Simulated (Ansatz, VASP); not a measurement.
Ag: VASP beside Ansatz

```
Ag
1.0
     0.00000    2.11426    2.11426
     2.11426    0.00000    2.11426
     2.11426    2.11426    0.00000
Ag
1
Direct
  0.00000 0.00000 0.00000
```

Alike in both runs: task single point; functional PBE; k mesh 18 × 18 × 18; occupations gaussian, width 0.1 eV; no spin polarisation.

|  | VASP | Ansatz |
| --- | --- | --- |
| version | VASP 6.6.1 | Ansatz 0.2.0 |
| potentials or method | VASP PAW PBE potentials, release 64 (Ag), cutoff 520 eV | scalar-relativistic, plane waves, PAW |
| valence electrons in the cell | 11 | 19 |

```csv
,VASP,Ansatz,Ansatz less VASP
gap on the k mesh at the Fermi level (eV),none,none,-
pressure (GPa),-4.5,-4.5,+0.05
```

A gap of «none» marks a metal or a gap that the smearing closes. VASP's potentials hold 11 valence electrons a cell and Ansatz's 19, so a difference there can come from the potentials and not from the codes.
